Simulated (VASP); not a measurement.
A run of VASP 6.6.1:

POSCAR

```
Ti3C2
1.0
    2.9108449311      0.0000000000      0.0000000000
   -1.4554224655      2.5208656568      0.0000000000
    0.0000000000      0.0000000000     15.8744441081
Ti C
6 4
Direct
    0.3333333333      0.6666666667      0.8441961089
    0.6666666667      0.3333333333      0.3441961089
    0.6666666667      0.3333333333      0.1558038911
    0.3333333333      0.6666666667      0.6558038911
    0.0000000000      0.0000000000      0.0000000000
    0.0000000000      0.0000000000      0.5000000000
    0.6666666667      0.3333333333      0.9141626305
    0.3333333333      0.6666666667      0.4141626305
    0.6666666667      0.3333333333      0.5858373695
    0.3333333333      0.6666666667      0.0858373695
```

INCAR.step1

```
PREC = Accurate ; ENCUT = 520
ISMEAR = 0 ; SIGMA = 0.15
LREAL = False ; LASPH = True
NELM = 60 ; NBANDS = 55
GGA = PE ; ALGO = Normal
EDIFF = 1E-4 ; LWAVE = True
LCHARG = False
```

File INCAR.step2:

```
PREC = Accurate ; ENCUT = 520
EDIFF = 1E-6 ; ISMEAR = 0
SIGMA = 0.15 ; LREAL = False
LASPH = True ; NELM = 60
ALGO = Normal ; ISIF = 2
LWAVE = False ; LCHARG = True
METAGGA = R2SCAN ; LMIXTAU = True
LELF = True ; LVHAR = True
NBANDS = 55 ; ISTART = 1
```

KPOINTS

```
Automatic mesh
0
Gamma
  12 12 4
```

Potentials or basis: VASP PAW PBE potentials, release 64 (Ti_sv, C).

The run is started by

```console
$ cat potpaw_PBE.64/Ti_sv/POTCAR potpaw_PBE.64/C/POTCAR > POTCAR
$ cp INCAR.step1 INCAR
$ mpirun -np 1 vasp_std > vasp.out
$ cp INCAR.step2 INCAR
$ mpirun -np 1 vasp_std > vasp.out
```

Hardware: 1 thread of Intel(R) Xeon(R) 6975P-C (Granite Rapids) (shared host).

Task: How long does it take, and how much memory?

Result: Wall time 14 min on 1 thread of Intel(R) Xeon(R) 6975P-C (Granite Rapids), on a shared host, peak memory 0.45 GiB. Counts: k points 57.
